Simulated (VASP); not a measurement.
# CdSe (F-43m) in VASP: settings compared

The runs below take CdSe through single point, with PBE-based global hybrid with 50 % exact exchange, PBE0.

Program: VASP 6.6.1. These are calculated values, not measurements. Logs are shortened: lines on timing, memory, paths and dates and some standing lists are left out, and cuts for length are marked.

### Step 1. The cell of the first run

It takes space group F-43m (No. 216, cubic). Conventional cell: a = 6.141 Å, b = 6.141 Å, c = 6.141 Å, α = 90.00°, β = 90.00°, γ = 90.00°. Cd (site symmetry -43m) has 4 Se at 2.66 Å within 3.5 Å. Se (site symmetry -43m) has 4 Cd at 2.66 Å within 3.5 Å.

### Step 2. Single point, PBE-based global hybrid with 50 % exact exchange

POSCAR reads:

```
CdSe
1.0
    0.0000000000      3.0702711986      3.0702711986
    3.0702711986      0.0000000000      3.0702711986
    3.0702711986      3.0702711986      0.0000000000
Cd Se
1 1
Direct
    0.0000000000      0.0000000000      0.0000000000
    0.2500000000      0.2500000000      0.2500000000
```

INCAR.step1 reads:

```
SYSTEM = CdSe
  PREC = Accurate
  ENCUT = 520
  EDIFF = 1E-5
  ISMEAR = -1
  SIGMA = 0.05
  LREAL = .False.
  LASPH = .True.
  NELM = 80
  ALGO = Normal
  ISIF = 2
  LWAVE = .True.
  LCHARG = .False.
  NBANDS = 16
  GGA = PE
```

INCAR.step2 reads:

```
SYSTEM = CdSe
  PREC = Accurate
  ENCUT = 520
  EDIFF = 1E-6
  ISMEAR = -1
  SIGMA = 0.05
  LREAL = .False.
  LASPH = .True.
  NELM = 80
  ALGO = Normal
  ISIF = 2
  LWAVE = .False.
  LCHARG = .False.
  GGA = PE
  LHFCALC = .True.
  AEXX = 0.5
  PRECFOCK = Normal
  NBANDS = 16
  ISTART = 1
```

KPOINTS reads:

```
regular mesh
0
Gamma
  4 4 4
  0 0 0
```

Potentials or basis: VASP PAW PBE potentials, release 64 (Cd, Se).

The run is started by

```
$ cat potpaw_PBE.64/Cd/POTCAR potpaw_PBE.64/Se/POTCAR > POTCAR
$ cp INCAR.step1 INCAR
$ mpirun -np 1 vasp_std > vasp.out
$ cp INCAR.step2 INCAR
$ mpirun -np 1 vasp_std > vasp.out
```

OUTCAR:

```text
SYSTEM = CdSe
   PREC = Accurate
   ENCUT = 520
   EDIFF = 1E-6
   ISMEAR = -1
   LREAL = .False.
   LASPH = .True.
   NELM = 80
   ISIF = 2
   GGA = PE
   LHFCALC = .True.
   AEXX = 0.5
   PRECFOCK = Normal
   ISTART = 1

 ion  position               nearest neighbor table
   1  0.000  0.000  0.000-   2 2.66   2 2.66   2 2.66   2 2.66
   2  0.250  0.250  0.250-   1 2.66   1 2.66   1 2.66   1 2.66

  LATTYP: Found a face centered cubic cell.
 ALAT       =     6.1405423972

  Lattice vectors:

 A1 = (   0.0000000000,   3.0702711986,   3.0702711986)
 A2 = (   3.0702711986,   0.0000000000,   3.0702711986)
 A3 = (   3.0702711986,   3.0702711986,   0.0000000000)

Analysis of symmetry for initial positions (statically):
=====================================================================
 Subroutine PRICEL returns:
 Original cell was already a primitive cell.

 Routine SETGRP: Setting up the symmetry group for a
 face centered cubic supercell.

 Subroutine GETGRP returns: Found 24 space group operations
 (whereof 24 operations were pure point group operations)
 out of a pool of 48 trial point group operations.

The static configuration has the point symmetry T_d .

Analysis of symmetry for dynamics (positions and initial velocities):
=====================================================================
 Subroutine PRICEL returns:
 Original cell was already a primitive cell.

 Routine SETGRP: Setting up the symmetry group for a
 face centered cubic supercell.

 Subroutine GETGRP returns: Found 24 space group operations
 (whereof 24 operations were pure point group operations)
 out of a pool of 48 trial point group operations.

The dynamic configuration has the point symmetry T_d .

 Subroutine INISYM returns: Found 24 space group operations
 (whereof 24 operations are pure point group operations),
 and found     1 'primitive' translations

----------------------------------------------------------------------------------------

                                     Primitive cell

  volume of cell :      57.8842

  direct lattice vectors                    reciprocal lattice vectors
     0.000000000  3.070271199  3.070271199    -0.162852063  0.162852063  0.162852063
     3.070271199  0.000000000  3.070271199     0.162852063 -0.162852063  0.162852063
     3.070271199  3.070271199  0.000000000     0.162852063  0.162852063 -0.162852063

  length of vectors
     4.342019169  4.342019169  4.342019169     0.282068048  0.282068048  0.282068048

  position of ions in fractional coordinates (direct lattice)
     0.000000000  0.000000000  0.000000000
     0.250000000  0.250000000  0.250000000

  ion indices of the primitive-cell ions
   primitive index   ion index
                 1           1
                 2           2

----------------------------------------------------------------------------------------

 KPOINTS: regular mesh

Automatic generation of k-mesh.
 Grid dimensions read from file:
 generate k-points for:    4    4    4

 Generating k-lattice:

  Cartesian coordinates                     Fractional coordinates (reciprocal lattice)
    -0.040713016  0.040713016  0.040713016     0.250000000  0.000000000  0.000000000
     0.040713016 -0.040713016  0.040713016     0.000000000  0.250000000  0.000000000
     0.040713016  0.040713016 -0.040713016     0.000000000  0.000000000  0.250000000

  Length of vectors
     0.070517012  0.070517012  0.070517012

  Shift w.r.t. Gamma in fractional coordinates (k-lattice)
     0.000000000  0.000000000  0.000000000

 Subroutine IBZKPT returns following result:
 ===========================================

 Found      8 irreducible k-points:

 Following reciprocal coordinates:
            Coordinates               Weight
  0.000000  0.000000  0.000000      1.000000
  0.250000  0.000000  0.000000      8.000000
  0.500000  0.000000  0.000000      4.000000
  0.250000  0.250000  0.000000      6.000000
  0.500000  0.250000  0.000000     24.000000
 -0.250000  0.250000  0.000000     12.000000
  0.500000  0.500000  0.000000      3.000000
 -0.250000  0.500000  0.250000      6.000000
   k-points           NKPTS =      8   k-points in BZ     NKDIM =     64   number of bands    NBANDS=     16
   number of dos      NEDOS =    301   number of ions     NIONS =      2
   total plane-waves  NPLWV =  32768
   dimension x,y,z NGX =    32 NGY =   32 NGZ =   32
   dimension x,y,z NGXF=    64 NGYF=   64 NGZF=   64
   ions per type =               1   1
   NGX,Y,Z   is equivalent  to a cutoff of  12.25, 12.25, 12.25 a.u.
   NGXF,Y,Z  is equivalent  to a cutoff of  24.50, 24.50, 24.50 a.u.
 SYSTEM =  CdSe
   PREC   = accura    normal or accurate (medium, high low for compatibility)
   ISTART =      1    job   : 0-new  1-cont  2-samecut
   ICHARG =      0    charge: 1-file 2-atom 10-const
   ISPIN  =      1    spin polarized calculation?
   LNONCOLLINEAR =      F non collinear calculations
   LSORBIT =      F    spin-orbit coupling
   LASPH  =      T    aspherical Exc in radial PAW
   ENCUT  =  520.0 eV  38.22 Ry    6.18 a.u.   8.07  8.07  8.07*2*pi/ulx,y,z
   NELM   =     80;   NELMIN=  2; NELMDL=  0     # of ELM steps
   EDIFF  = 0.1E-05   stopping-criterion for ELM
   LREAL  =      F    real-space projection
   EDIFFG = 0.1E-04   stopping-criterion for IOM
   NSW    =      0    number of steps for IOM
   IBRION =     -1    ionic relax: 0-MD 1-quasi-New 2-CG
   NFREE  =      0    steps in history (QN), initial steepest desc. (CG)
   ISIF   =      2    stress and relaxation
   ISYM   =      3    0-nonsym 1-usesym 2-fastsym
   POTIM  = 0.5000    time-step for ionic-motion
   TEBEG  =    0.0;   TEEND  =   0.0 temperature during run
   PSTRESS=    0.0 pullay stress
   NELECT =      18.0000    total number of electrons
   NUPDOWN=      -1.0000    fix difference up-down
   EMIN   =  10.00;   EMAX   =-10.00  energy-range for DOS
   EFERMI =   0.00;   METHOD = LEGACY
   ISMEAR =    -1;   SIGMA  =   0.05  broadening in eV -4-tet -1-fermi 0-gaus
   EFERMI_NEDOS =   21; number of points for ismear=-14 and -15
   IALGO  =     38    algorithm
   IMIX   =      1    mixing-type and parameters
     AMIX     =   0.40;   BMIX     =  1.00
     AMIX_MAG =   1.60;   BMIX_MAG =  1.00
  volume/ion in A,a.u.               =      28.94       195.31
  Fermi-wavevector in a.u.,A,eV,Ry     =   1.109121  2.095935 16.737199  1.230149
  Thomas-Fermi vector in A             =   2.245657
   LORBIT       =      0    0 simple, 1 ext, 2 COOP (PROOUT), +10 PAW based schemes
   GGA     = PE    functional components
   LHFCALC =     T    Hartree Fock is set to
   PRECFOCK=normal    Normal, Fast or Accurate (Low or Medium for compatibility)
   ENCUT4O =  -1.0   cutoff for four orbital integrals eV
   NKREDX  =     1    reduce k-point grid by
   NKREDY  =     1    reduce k-point grid by
   NKREDZ  =     1    reduce k-point grid by
   AEXX    =    0.5000 exact exchange contribution
   HFSCREEN=    0.0000 screening length (either q_TF or 0.3 A-1)
   HFSCREENC=   0.0000 screening length for correlation (either q_TF or 0.3 A-1)
   ENCUTFOCK=  -1.0 apply spherical cutoff to Coloumb kernel
   IVDW    =     0    specifies the selected vdW correction
   LEPSILON=     F    determine dielectric tensor
   LRPA    =     F    only Hartree local field effects (RPA)
 non-spin polarized calculation
  energy-cutoff  :      520.00
  volume of cell :       57.88
 maximum number of plane-waves:      1588
  NGX = 28; NGY = 28; NGZ = 28

 number of electron      18.0000008 magnetization

 Free energy of the ion-electron system (eV)
  ---------------------------------------------------
  ext. energy  EPLUGINS =         0.00000000
  ---------------------------------------------------
  free energy    TOTEN  =        -9.48328245 eV

  energy without entropy =       -9.48328245  energy(sigma->0) =       -9.48328245

 E-fermi :  -0.1826     XC(G=0):  -5.0829

 val. band max:       -1.2824014898   @ k =   0.0000   0.0000   0.0000
 cond. band min:       2.6766719887   @ k =   0.0000   0.0000   0.0000
 fundamental gap:      3.9590734785
 Fermi energy:        -0.1826423766

 k-point     1 :       0.0000    0.0000    0.0000
  band No.  band energies     occupation
      1     -15.9607      2.00000
      2     -11.5990      2.00000
      3     -11.5990      2.00000
      4     -11.5990      2.00000
      5     -11.2458      2.00000
      6     -11.2458      2.00000
      7      -1.2824      2.00000
      8      -1.2824      2.00000
      9      -1.2824      2.00000
     10       2.6767      0.00000
     11       8.2877      0.00000
     12       8.2877      0.00000
     13       8.2877      0.00000
     14      12.3262      0.00000
     15      13.6107      0.00000
     16      13.6107      0.00000

 k-point     2 :       0.2500    0.0000    0.0000
  band No.  band energies     occupation
      1     -15.7565      2.00000
      2     -11.5495      2.00000
      3     -11.5495      2.00000
      4     -11.3505      2.00000
      5     -11.2452      2.00000
      6     -11.2452      2.00000
      7      -4.1061      2.00000
      8      -1.7117      2.00000
      9      -1.7117      2.00000
     10       4.4418      0.00000
     11       8.2323      0.00000
     12       8.8389      0.00000
     13       8.8389      0.00000
     14      12.3951      0.00000
     15      12.4506      0.00000
     16      12.4506      0.00000

 k-point     3 :       0.5000    0.0000    0.0000
  band No.  band energies     occupation
      1     -15.5553      2.00000
      2     -11.5118      2.00000
      3     -11.5118      2.00000
      4     -11.2301      2.00000
      5     -11.2301      2.00000
      6     -10.8937      2.00000
      7      -6.1023      2.00000
      8      -2.0926      2.00000
      9      -2.0926      2.00000
     10       4.5898      0.00000
     11       8.7385      0.00000
     12       8.7385      0.00000
     13       9.6865      0.00000
     14      12.4940      0.00000
     15      14.8502      0.00000
     16      14.8502      0.00000

 k-point     4 :       0.2500    0.2500    0.0000
  band No.  band energies     occupation
      1     -15.6907      2.00000
      2     -11.4912      2.00000
      3     -11.4912      2.00000
      4     -11.3923      2.00000
      5     -11.2319      2.00000
      6     -11.2226      2.00000
      7      -3.9683      2.00000
      8      -2.3929      2.00000
      9      -2.3929      2.00000
     10       5.3998      0.00000
     11       6.4367      0.00000
     12       9.9873      0.00000
     13      10.1642      0.00000
     14      10.1642      0.00000
     15      14.2047      0.00000
     16      15.8813      0.00000

 k-point     5 :       0.5000    0.2500    0.0000
  band No.  band energies     occupation
      1     -15.4951      2.00000
      2     -11.4656      2.00000
      3     -11.4384      2.00000
      4     -11.2999      2.00000
      5     -11.2200      2.00000
      6     -10.8412      2.00000
      7      -5.5871      2.00000
      8      -3.4344      2.00000
      9      -2.7372      2.00000
     10       5.8576      0.00000
     11       7.4451      0.00000
     12       9.3415      0.00000
     13      10.4168      0.00000
     14      12.4587      0.00000
     15      15.1126      0.00000
     16      15.6287      0.00000

 k-point     6 :      -0.2500    0.2500    0.0000
  band No.  band energies     occupation
      1     -15.5589      2.00000
      2     -11.4877      2.00000
      3     -11.4865      2.00000
      4     -11.2551      2.00000
      5     -11.2546      2.00000
      6     -10.9677      2.00000
      7      -5.2002      2.00000
      8      -3.5037      2.00000
      9      -2.1129      2.00000
     10       6.1230      0.00000
     11       7.9944      0.00000
     12       8.5773      0.00000
     13       9.5980      0.00000
     14      11.9699      0.00000
     15      13.9543      0.00000
     16      15.7162      0.00000

 k-point     7 :       0.5000    0.5000    0.0000
  band No.  band energies     occupation
      1     -15.4319      2.00000
      2     -11.3846      2.00000
      3     -11.3704      2.00000
      4     -11.3704      2.00000
      5     -11.1991      2.00000
      6     -10.7888      2.00000
      7      -5.7734      2.00000
      8      -3.2994      2.00000
      9      -3.2994      2.00000
     10       5.0133      0.00000
     11       5.9603      0.00000
     12      11.6557      0.00000
     13      13.0527      0.00000
     14      13.0527      0.00000
     15      15.1341      0.00000
     16      16.0649      0.00000

 k-point     8 :      -0.2500    0.5000    0.2500
  band No.  band energies     occupation
      1     -15.4341      2.00000
      2     -11.4324      2.00000
      3     -11.4173      2.00000
      4     -11.2840      2.00000
      5     -11.2408      2.00000
      6     -10.6798      2.00000
      7      -5.5792      2.00000
      8      -3.7753      2.00000
      9      -3.6294      2.00000
     10       7.1747      0.00000
     11       7.6174      0.00000
     12       8.8918      0.00000
     13       9.7020      0.00000
     14      13.4069      0.00000
     15      15.1539      0.00000
     16      15.8933      0.00000

------------------------ aborting loop because EDIFF is reached ----------------------------------------

  FORCE on cell =-STRESS in cart. coord.  units (eV):
  Direction    XX          YY          ZZ          XY          YZ          ZX
  --------------------------------------------------------------------------------------
  -------------------------------------------------------------------------------------
  Total       -0.4074028     -0.4074028     -0.4074028      0.0000000      0.0000000      0.0000000
  in kB      -11.2765019    -11.2765019    -11.2765019      0.0000000      0.0000000      0.0000000
  external PRESSURE =     -11.2765019 kB  Pullay stress =       0.0000000 kB

 VOLUME and BASIS-vectors are now :
 -----------------------------------------------------------------------------
  energy-cutoff  :      520.00
  volume of cell :       57.88
      direct lattice vectors                 reciprocal lattice vectors
     0.000000000  3.070271199  3.070271199    -0.162852063  0.162852063  0.162852063
     3.070271199  0.000000000  3.070271199     0.162852063 -0.162852063  0.162852063
     3.070271199  3.070271199  0.000000000     0.162852063  0.162852063 -0.162852063

 POSITION                                       TOTAL-FORCE (eV/Angst)
 -----------------------------------------------------------------------------------
      0.00000      0.00000      0.00000        -0.000000     -0.000000     -0.000000
      1.53514      1.53514      1.53514         0.000000      0.000000      0.000000
 -----------------------------------------------------------------------------------
    total drift:                                0.000032      0.000045      0.000019

  FREE ENERGIE OF THE ION-ELECTRON SYSTEM (eV)
  ---------------------------------------------------
  free  energy   TOTEN  =        -9.4832824541 eV

  energy  without entropy=       -9.4832824541  energy(sigma->0) =       -9.48328245
```

It took 14 min on 1 thread of Intel Xeon Platinum 8259CL at 2.50GHz (Skylake/Cascade Lake), shared host; peak memory 0.19 GiB.

Results:

```
Free energy            : -9.4833 eV
Pressure               : -1.1 GPa
Band gap on the k mesh : 3.96 eV
```

Levels at points of the mesh, in eV from the valence-band top:
```
           k point  band 5  band 6  band 7  band 8  band 9  band 10  band 11  band 12  band 13  band 14
(0.00, 0.00, 0.00)   -9.96   -9.96    0.00    0.00    0.00     3.96     9.57     9.57     9.57    13.61
(0.50, 0.00, 0.00)   -9.95   -9.61   -4.82   -0.81   -0.81     5.87    10.02    10.02    10.97    13.78
(0.50, 0.50, 0.00)   -9.92   -9.51   -4.49   -2.02   -2.02     6.30     7.24    12.94    14.34    14.34
```

Caveat: the k points lie up to 0.44 Å⁻¹ apart; the PAW data sets were made with another functional, which shifts forces and pressure a little.

### Step 3. Single point, PBE0

POSCAR is that of step 2.

INCAR.step1 reads:

```
SYSTEM = CdSe
ALGO = Normal ; EDIFF = 1E-5
ENCUT = 520 ; GGA = PE
ISIF = 2 ; ISMEAR = -1
LASPH = .TRUE. ; LCHARG = .FALSE.
LREAL = .FALSE. ; LWAVE = .TRUE.
NBANDS = 16 ; NELM = 100
PREC = Accurate ; SIGMA = 0.05
```

INCAR.step2 reads:

```
SYSTEM = CdSe
AEXX = 0.25 ; ALGO = Normal
EDIFF = 1E-6 ; ENCUT = 520
GGA = PE ; ISIF = 2
ISMEAR = -1 ; ISTART = 1
LASPH = .TRUE. ; LCHARG = .FALSE.
LHFCALC = .TRUE. ; LREAL = .FALSE.
LWAVE = .FALSE. ; NBANDS = 16
NELM = 100 ; PREC = Accurate
PRECFOCK = Normal ; SIGMA = 0.05
```

KPOINTS reads:

```
k-points
0
G
  4 4 4
  0 0 0
```

Potentials or basis: VASP PAW PBE potentials, release 64 (Cd, Se).

The run is started by

```
$ cat potpaw_PBE.64/Cd/POTCAR potpaw_PBE.64/Se/POTCAR > POTCAR
$ cp INCAR.step1 INCAR
$ mpirun -np 1 vasp_std > vasp.out
$ cp INCAR.step2 INCAR
$ mpirun -np 1 vasp_std > vasp.out
```

It took 14 min on 1 thread of Intel Xeon Platinum 8259CL at 2.50GHz (Skylake/Cascade Lake), shared host; peak memory 0.19 GiB.

Results (log left out):

* Free energy: -7.3901 eV
* Pressure: 0.2 GPa
* Band gap on the k mesh: 2.18 eV

Levels at points of the mesh, in eV from the valence-band top:
```csv
k point,band 7,band 8,band 9,band 10,band 11,band 12
"(0.00, 0.00, 0.00)",0.00,0.00,0.00,2.18,7.71,7.71
"(0.50, 0.00, 0.00)",-4.55,-0.77,-0.77,4.06,8.19,8.19
"(0.50, 0.50, 0.00)",-4.25,-1.90,-1.90,4.70,5.45,10.93
```

Caveat: the k points lie up to 0.44 Å⁻¹ apart; the PAW data sets were made with another functional, which shifts forces and pressure a little.
